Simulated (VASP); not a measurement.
# Li (P6_3/mmc) in VASP: settings compared

Li is run at these levels: PBE, r2SCAN+D3(BJ); tasks: single point.

All numbers are computed with VASP 6.6.1; they aren't measurements. Logs are shortened: lines on timing, memory, paths and dates and some standing lists are left out, and cuts for length are marked.

## (1) The cell of the first run

Symmetry: P6_3/mmc, No. 194, hexagonal system. Conventional cell: a = 3.111 Å, b = 3.111 Å, c = 5.093 Å, α = 90.00°, β = 90.00°, γ = 120.00°. Li (site symmetry -6m2) has 12 Li at 3.11 to 3.12 Å within 4.1 Å.

This isn't the form of Li at room conditions, which is bcc.

## (2) Single point, PBE

Contents of INCAR:

```
ALGO     = Normal         # electronic algorithm
EDIFF    = 1E-7           # SCF threshold, eV
ENCUT    = 520            # plane-wave cutoff, eV
GGA      = PE             # functional
ISIF     = 2              # what is computed and relaxed
ISMEAR   = 1              # smearing method
LASPH    = T              # aspherical terms in the spheres
LCHARG   = T              # write CHGCAR
LELF     = T              # ELF
LREAL    = F              # projectors in reciprocal space
LVHAR    = T            
LWAVE    = F              # write WAVECAR
NBANDS   = 10             # bands
NELM     = 60             # most SCF steps
PREC     = Accurate       # precision mode
SIGMA    = 0.21           # smearing width, eV
```

Contents of KPOINTS:

```
k-points
0
Gamma
  9 9 6
```

Contents of POSCAR:

```
Li
1.0
    3.1110021516      0.0000000000      0.0000000000
   -1.5555010758      2.6942068945      0.0000000000
    0.0000000000      0.0000000000      5.0930000000
Li
2
Direct
    0.3333333333      0.6666666667      0.2500000000
    0.6666666667      0.3333333333      0.7500000000
```

Potentials or basis: VASP PAW PBE potentials, release 64 (Li_sv).

Started as:

```sh
$ cat potpaw_PBE.64/Li_sv/POTCAR > POTCAR
$ mpirun -np 1 vasp_std > vasp.out
```

OUTCAR:

```text
EDIFF = 1E-7
   ENCUT = 520
   GGA = PE
   ISIF = 2
   ISMEAR = 1
   LASPH = T
   LREAL = F
   NELM = 60
   PREC = Accurate

 ion  position               nearest neighbor table
   1  0.333  0.667  0.250-
   2  0.667  0.333  0.750-

  LATTYP: Found a hexagonal cell.
 ALAT       =     3.1110021516
 C/A-ratio  =     1.6370930497

  Lattice vectors:

 A1 = (   3.1110021516,   0.0000000000,   0.0000000000)
 A2 = (  -1.5555010758,   2.6942068945,   0.0000000000)
 A3 = (   0.0000000000,   0.0000000000,   5.0930000000)

Analysis of symmetry for initial positions (statically):
=====================================================================
 Subroutine PRICEL returns:
 Original cell was already a primitive cell.

 Routine SETGRP: Setting up the symmetry group for a
 hexagonal supercell.

 Subroutine GETGRP returns: Found 24 space group operations
 (whereof 12 operations were pure point group operations)
 out of a pool of 24 trial point group operations.

The static configuration has the point symmetry D_3d.
 The point group associated with its full space group is D_6h.

Analysis of symmetry for dynamics (positions and initial velocities):
=====================================================================
 Subroutine PRICEL returns:
 Original cell was already a primitive cell.

 Routine SETGRP: Setting up the symmetry group for a
 hexagonal supercell.

 Subroutine GETGRP returns: Found 24 space group operations
 (whereof 12 operations were pure point group operations)
 out of a pool of 24 trial point group operations.

The dynamic configuration has the point symmetry D_3d.
 The point group associated with its full space group is D_6h.

 Subroutine INISYM returns: Found 24 space group operations
 (whereof 12 operations are pure point group operations),
 and found     1 'primitive' translations

----------------------------------------------------------------------------------------

                                     Primitive cell

  volume of cell :      42.6879

  direct lattice vectors                    reciprocal lattice vectors
     3.111002152  0.000000000  0.000000000     0.321439829  0.185583372  0.000000000
    -1.555501076  2.694206895  0.000000000     0.000000000  0.371166744  0.000000000
     0.000000000  0.000000000  5.093000000     0.000000000  0.000000000  0.196347929

  length of vectors
     3.111002152  3.111002152  5.093000000     0.371166744  0.371166744  0.196347929

  position of ions in fractional coordinates (direct lattice)
     0.333333333  0.666666667  0.250000000
     0.666666667  0.333333333  0.750000000

  ion indices of the primitive-cell ions
   primitive index   ion index
                 1           1
                 2           2

----------------------------------------------------------------------------------------

 KPOINTS: k-points

Automatic generation of k-mesh.
 Grid dimensions read from file:
 generate k-points for:    9    9    6

 Generating k-lattice:

  Cartesian coordinates                     Fractional coordinates (reciprocal lattice)
     0.035715537  0.020620375  0.000000000     0.111111111  0.000000000  0.000000000
     0.000000000  0.041240749  0.000000000     0.000000000  0.111111111  0.000000000
     0.000000000  0.000000000  0.032724655     0.000000000  0.000000000  0.166666667

  Length of vectors
     0.041240749  0.041240749  0.032724655

  Shift w.r.t. Gamma in fractional coordinates (k-lattice)
     0.000000000  0.000000000  0.000000000

 Subroutine IBZKPT returns following result:
 ===========================================

 Found     48 irreducible k-points:

 Following reciprocal coordinates:
            Coordinates               Weight
  0.000000  0.000000  0.000000      1.000000
  0.111111 -0.000000  0.000000      6.000000
  0.222222 -0.000000  0.000000      6.000000
  0.333333 -0.000000  0.000000      6.000000
  0.444444 -0.000000  0.000000      6.000000
  0.111111  0.111111  0.000000      6.000000
[... 16 lines left out ...]
  0.333333  0.222222  0.166667     24.000000
  0.333333  0.333333  0.166667      4.000000
 [... further k-points ...]
   k-points           NKPTS =     48   k-points in BZ     NKDIM =     48   number of bands    NBANDS=     10
   number of dos      NEDOS =    301   number of ions     NIONS =      2
   total plane-waves  NPLWV =  23040
   dimension x,y,z NGX =    24 NGY =   24 NGZ =   40
   dimension x,y,z NGXF=    48 NGYF=   48 NGZF=   80
   ions per type =               2
   NGX,Y,Z   is equivalent  to a cutoff of  12.83, 12.83, 13.06 a.u.
   NGXF,Y,Z  is equivalent  to a cutoff of  25.65, 25.65, 26.11 a.u.
 SYSTEM =  unknown system
   PREC   = accura    normal or accurate (medium, high low for compatibility)
   ISTART =      0    job   : 0-new  1-cont  2-samecut
   ICHARG =      2    charge: 1-file 2-atom 10-const
   ISPIN  =      1    spin polarized calculation?
   LNONCOLLINEAR =      F non collinear calculations
   LSORBIT =      F    spin-orbit coupling
   LASPH  =      T    aspherical Exc in radial PAW
   ENCUT  =  520.0 eV  38.22 Ry    6.18 a.u.   5.78  5.78  9.47*2*pi/ulx,y,z
   NELM   =     60;   NELMIN=  2; NELMDL= -5     # of ELM steps
   EDIFF  = 0.1E-06   stopping-criterion for ELM
   LREAL  =      F    real-space projection
   EDIFFG = 0.1E-05   stopping-criterion for IOM
   NSW    =      0    number of steps for IOM
   IBRION =     -1    ionic relax: 0-MD 1-quasi-New 2-CG
   NFREE  =      0    steps in history (QN), initial steepest desc. (CG)
   ISIF   =      2    stress and relaxation
   ISYM   =      2    0-nonsym 1-usesym 2-fastsym
   POTIM  = 0.5000    time-step for ionic-motion
   TEBEG  =    0.0;   TEEND  =   0.0 temperature during run
   PSTRESS=    0.0 pullay stress
   NELECT =       6.0000    total number of electrons
   NUPDOWN=      -1.0000    fix difference up-down
   EMIN   =  10.00;   EMAX   =-10.00  energy-range for DOS
   EFERMI =   0.00;   METHOD = LEGACY
   ISMEAR =     1;   SIGMA  =   0.21  broadening in eV -4-tet -1-fermi 0-gaus
   EFERMI_NEDOS =   21; number of points for ismear=-14 and -15
   IALGO  =     38    algorithm
   IMIX   =      4    mixing-type and parameters
     AMIX     =   0.40;   BMIX     =  1.00
     AMIX_MAG =   1.60;   BMIX_MAG =  1.00
  volume/ion in A,a.u.               =      21.34       144.04
  Fermi-wavevector in a.u.,A,eV,Ry     =   0.851184  1.608505  9.857621  0.724515
  Thomas-Fermi vector in A             =   1.967278
   LORBIT       =      0    0 simple, 1 ext, 2 COOP (PROOUT), +10 PAW based schemes
   GGA     = PE    functional components
   LHFCALC =     F    Hartree Fock is set to
   AEXX    =    0.0000 exact exchange contribution
   IVDW    =     0    specifies the selected vdW correction
   LEPSILON=     F    determine dielectric tensor
   LRPA    =     F    only Hartree local field effects (RPA)
 non-spin polarized calculation
 Methfessel and Paxton  Order N= 1 SIGMA  =   0.21
  energy-cutoff  :      520.00
  volume of cell :       42.69
 maximum number of plane-waves:      1182
 NGX is ok and might be reduce to    24
   NGX = 11   NGY = 11   NGZ = 19

 number of electron       5.9999991 magnetization

 Free energy of the ion-electron system (eV)
  ---------------------------------------------------
  ext. energy  EPLUGINS =         0.00000000
  ---------------------------------------------------
  free energy    TOTEN  =        -3.80340436 eV

  energy without entropy =       -3.80106643  energy(sigma->0) =       -3.80262505

 E-fermi :   0.5281     XC(G=0):  -6.9197

 val. band max:        0.4753894632   @ k =   0.0000   0.0000   0.0000
 cond. band min:       0.5341571533   @ k =   0.1111   0.1111   0.1667
 fundamental gap:      0.0587676901
 Fermi energy:         0.5281059822

 k-point     1 :       0.0000    0.0000    0.0000
  band No.  band energies     occupation
      1     -46.1311      2.00000
      2     -46.1168      2.00000
      3      -3.0087      2.00000
      4       0.4754      1.41040
      5       3.2239     -0.00000
      6      12.5233      0.00000
      7      12.5233      0.00000
      8      13.8753      0.00000
      9      13.8753      0.00000
     10      14.3917      0.00000

 k-point     2 :       0.1111   -0.0000    0.0000
  band No.  band energies     occupation
      1     -46.1296      2.00000
      2     -46.1160      2.00000
      3      -2.8158      2.00000
      4       0.7261     -0.03622
      5       3.3034     -0.00000
      6      10.7679      0.00000
      7      11.4380      0.00000
      8      13.7907      0.00000
      9      14.1345      0.00000
     10      14.3339      0.00000

 k-point     3 :       0.2222   -0.0000    0.0000
  band No.  band energies     occupation
      1     -46.1257      2.00000
      2     -46.1143      2.00000
      3      -2.2364      2.00000
      4       1.4762     -0.00000
      5       3.4786     -0.00000
      6       8.0846      0.00000
      7      10.1229      0.00000
      8      12.3393      0.00000
      9      12.4495      0.00000
     10      13.7804      0.00000

 k-point     4 :       0.3333   -0.0000    0.0000
  band No.  band energies     occupation
      1     -46.1208      2.00000
      2     -46.1126      2.00000
      3      -1.2762      2.00000
      4       2.7169     -0.00000
      5       3.2574     -0.00000
      6       6.3008      0.00000
      7       9.1889      0.00000
      8       9.4759      0.00000
      9      10.1064      0.00000
     10      13.1242      0.00000
[... 222 lines left out ...]
 k-point    22 :       0.2222    0.2222    0.1667
  band No.  band energies     occupation
      1     -46.1180      2.00000
      2     -46.1125      2.00000
      3      -0.5639      2.00000
      4       2.2955     -0.00000
      5       4.9277      0.00000
      6       5.1173      0.00000
      7       6.9900      0.00000
      8       9.1568      0.00000
      9      10.1339      0.00000
     10      11.8894      0.00000

 k-point    23 :       0.3333    0.2222    0.1667
  band No.  band energies     occupation
      1     -46.1150      2.00000
      2     -46.1122      2.00000
      3       0.7450     -0.05640
      4       2.4951     -0.00000
      5       3.9496     -0.00000
      6       5.2519      0.00000
      7       6.2013      0.00000
      8       7.8264      0.00000
      9       9.9450      0.00000
     10      10.7903      0.00000

 k-point    24 :       0.3333    0.3333    0.1667
  band No.  band energies     occupation
      1     -46.1130      2.00000
      2     -46.1130      2.00000
      3       1.9202     -0.00000
      4       2.6261     -0.00000
      5       2.6261     -0.00000
      6       5.5588      0.00000
      7       6.6120      0.00000
      8       6.6120      0.00000
      9       9.9616      0.00000
     10      10.8050      0.00000

 [... further k-points ...]

------------------------ aborting loop because EDIFF is reached ----------------------------------------

  FORCE on cell =-STRESS in cart. coord.  units (eV):
  Direction    XX          YY          ZZ          XY          YZ          ZX
  --------------------------------------------------------------------------------------
  -------------------------------------------------------------------------------------
  Total       -0.2475944     -0.2475944     -0.0807883      0.0000000     -0.0000000      0.0000000
  in kB       -9.2927993     -9.2927993     -3.0321732      0.0000000     -0.0000000      0.0000000
  external PRESSURE =      -7.2059239 kB  Pullay stress =       0.0000000 kB

 VOLUME and BASIS-vectors are now :
 -----------------------------------------------------------------------------
  energy-cutoff  :      520.00
  volume of cell :       42.69
      direct lattice vectors                 reciprocal lattice vectors
     3.111002152  0.000000000  0.000000000     0.321439829  0.185583372  0.000000000
    -1.555501076  2.694206895  0.000000000     0.000000000  0.371166744  0.000000000
     0.000000000  0.000000000  5.093000000     0.000000000  0.000000000  0.196347929

 POSITION                                       TOTAL-FORCE (eV/Angst)
 -----------------------------------------------------------------------------------
     -0.00000      1.79614      1.27325         0.000000      0.000000      0.000000
      1.55550      0.89807      3.81975        -0.000000      0.000000      0.000000
 -----------------------------------------------------------------------------------
    total drift:                               -0.000000      0.000000      0.000000

  FREE ENERGIE OF THE ION-ELECTRON SYSTEM (eV)
  ---------------------------------------------------
  free  energy   TOTEN  =        -3.8034043580 eV

  energy  without entropy=       -3.8010664282  energy(sigma->0) =       -3.80262505
```

Wall time 23 s (1 thread of Intel Xeon 8259CL, shared host); peak memory 0.15 GiB.

Results:

* Free energy: -3.8034 eV
* Band gap on the k mesh: zero (bands 3 and 4 overlap by 4.51 eV)

Caveat: the cutoff is under 1.25 times the usual one of these potentials, so pressure, stress and relaxed cells hold a basis-set (Pulay) error.

## (3) Single point, PBE

Contents of INCAR:

```
SYSTEM = Li
  ALGO = Fast
  EDIFF = 1E-6
  ENCUT = 520
  GGA = PE
  ISIF = 2
  ISMEAR = 0
  ISYM = 0
  LASPH = .True.
  LCHARG = .False.
  LREAL = .False.
  LWAVE = .False.
  NBANDS = 10
  NELM = 100
  PREC = Accurate
  SIGMA = 0.0051
```

Contents of KPOINTS:

```
Automatic mesh
0
Gamma
  6 6 4
  0.5 0.5 0.5
```

POSCAR is that of step 2.

Potentials or basis: VASP PAW PBE potentials, release 64 (Li_sv).

Started as:

```sh
$ cat potpaw_PBE.64/Li_sv/POTCAR > POTCAR
$ mpirun -np 1 vasp_std > vasp.out
```

Run time: 1.7 min. Hardware: 1 thread of Intel Xeon 8259CL, shared host; peak memory 0.19 GiB.

Results (log left out):

- Free energy: -3.8250 eV
- Band gap on the k mesh: zero (bands 3 and 4 overlap by 2.72 eV)

Levels at points of the mesh, in eV from the Fermi level:
```tsv
k point	band 1	band 2	band 3	band 4	band 5	band 6	band 7	band 8
(0.08, 0.08, 0.12)	-46.64	-46.63	-3.12	-0.02	3.42	9.79	10.11	12.90
```

Caveat: the k points lie up to 0.39 Å⁻¹ apart, too coarse for converged energies and pressures of a metal; the cutoff is under 1.25 times the usual one of these potentials, so pressure, stress and relaxed cells hold a basis-set (Pulay) error.

## (4) Single point, r2SCAN+D3(BJ)

POSCAR is that of step 3.

Contents of INCAR.step1:

```
SYSTEM = Li
  PREC = Accurate
  ENCUT = 520
  ISMEAR = 0
  SIGMA = 0.1
  LREAL = .False.
  LASPH = .True.
  NELM = 60
  NBANDS = 10
  GGA = PE
  ALGO = Normal
  EDIFF = 1E-4
  LWAVE = .True.
  LCHARG = .False.
```

Contents of INCAR.step2:

```
SYSTEM = Li
  PREC = Accurate
  ENCUT = 520
  EDIFF = 1E-6
  ISMEAR = 0
  SIGMA = 0.1
  LREAL = .False.
  LASPH = .True.
  NELM = 60
  ALGO = Normal
  ISIF = 2
  LWAVE = .False.
  LCHARG = .True.
  METAGGA = R2SCAN
  LMIXTAU = .True.
  IVDW = 12
  VDW_S6 = 1.0
  VDW_S8 = 0.78981345
  VDW_A1 = 0.49484001
  VDW_A2 = 5.73083694
  LELF = .True.
  LVHAR = .True.
  NBANDS = 10
  ISTART = 1
```

Contents of KPOINTS:

```
Automatic mesh
0
Gamma
  9 9 6
  0 0 0
```

Started as:

```sh
$ cat potpaw_PBE.64/Li_sv/POTCAR > POTCAR
$ cp INCAR.step1 INCAR
$ mpirun -np 1 vasp_std > vasp.out
$ cp INCAR.step2 INCAR
$ mpirun -np 1 vasp_std > vasp.out
```

Run time: 2 min. Hardware: 1 thread of Intel Xeon 8259CL, shared host; peak memory 0.17 GiB.

It converged, with:

```
Free energy                : -4.9180 eV
Band gap on the k mesh     : zero (bands 3 and 4 overlap by 4.90 eV)
Dispersion energy per atom : -0.076 eV
```

Levels at points of the mesh, in eV from the Fermi level:
```csv
k point,band 1,band 2,band 3,band 4,band 5,band 6,band 7,band 8
"(0.00, 0.00, 0.00)",-48.25,-48.24,-3.84,-0.06,2.94,13.32,13.32,14.72
"(0.00, 0.00, 0.50)",-48.25,-48.25,-2.65,-2.65,8.28,8.28,14.33,14.33
```

Caveat: the cutoff is under 1.25 times the usual one of these potentials, so pressure, stress and relaxed cells hold a basis-set (Pulay) error; the PAW data sets were made with another functional, which shifts forces and pressure a little.

## (5) Single point, r2SCAN+D3(BJ)

POSCAR is that of step 4.

Contents of INCAR.step1:

```
SYSTEM = Li
ALGO = Normal
EDIFF = 1E-4
ENCUT = 520
GGA = PE
ISMEAR = 1
LASPH = .TRUE.
LCHARG = .FALSE.
LREAL = .FALSE.
LWAVE = .TRUE.
NBANDS = 10
NELECT = 5.9
NELM = 60
PREC = Accurate
SIGMA = 0.1
```

Contents of INCAR.step2:

```
SYSTEM = Li
ALGO = Normal
EDIFF = 1E-7
ENCUT = 520
ISIF = 2
ISMEAR = 1
ISTART = 1
IVDW = 12
LASPH = .TRUE.
LCHARG = .TRUE.
LELF = .TRUE.
LMIXTAU = .TRUE.
LREAL = .FALSE.
LVHAR = .TRUE.
LWAVE = .FALSE.
METAGGA = R2SCAN
NBANDS = 10
NELECT = 5.9
NELM = 60
PREC = Accurate
SIGMA = 0.1
VDW_A1 = 0.49484001
VDW_A2 = 5.73083694
VDW_S6 = 1.0
VDW_S8 = 0.78981345
```

Contents of KPOINTS:

```
k-points
0
G
  9 9 6
  0 0 0
```

Started as:

```sh
$ cat potpaw_PBE.64/Li_sv/POTCAR > POTCAR
$ cp INCAR.step1 INCAR
$ mpirun -np 1 vasp_std > vasp.out
$ cp INCAR.step2 INCAR
$ mpirun -np 1 vasp_std > vasp.out
```

Run time: 2 min. Hardware: 1 thread of Intel Xeon 8259CL, shared host; peak memory 0.17 GiB.

Results (log left out):

* Free energy: -4.9730 eV
* Dispersion energy per atom: -0.076 eV

Levels at points of the mesh, in eV from the Fermi level:
| k point | band 1 | band 2 | band 3 | band 4 | band 5 | band 6 | band 7 |
| --- | --- | --- | --- | --- | --- | --- | --- |
| (0.00, 0.00, 0.00) | -48.26 | -48.24 | -3.73 | 0.03 | 3.05 | 13.41 | 13.41 |
| (0.00, 0.00, 0.50) | -48.25 | -48.25 | -2.55 | -2.55 | 8.37 | 8.37 | 14.43 |

Caveat: the cell carries a net charge on a neutralising background, which shifts energy and pressure; the cell is charged against a uniform background, so pressure and absolute levels hang on convention; the cutoff is under 1.25 times the usual one of these potentials, so pressure, stress and relaxed cells hold a basis-set (Pulay) error; the PAW data sets were made with another functional, which shifts forces and pressure a little.

## (6) Overview

```tsv
level	k mesh	smearing	gap on the mesh (eV)
PBE	9 × 9 × 6	methfessel-paxton 0.21 eV	none
PBE	6 × 6 × 4, shifted	gaussian 0.0051 eV	none
r2SCAN+D3(BJ)	9 × 9 × 6	gaussian 0.1 eV	none
```

Alike in all rows: task single point; potentials or basis VASP PAW PBE potentials, release 64 (Li_sv); no spin polarisation; cell as given; cutoff (eV) 520.

Caveats: some runs use coarse meshes; the cutoff is under 1.25 times the usual one of these potentials, so pressure, stress and relaxed cells hold a basis-set (Pulay) error; the PAW data sets were made with another functional, which shifts forces and pressure a little (at least some runs).

Total energies depend on the potentials used, so only differences within one code and one set of settings carry meaning.
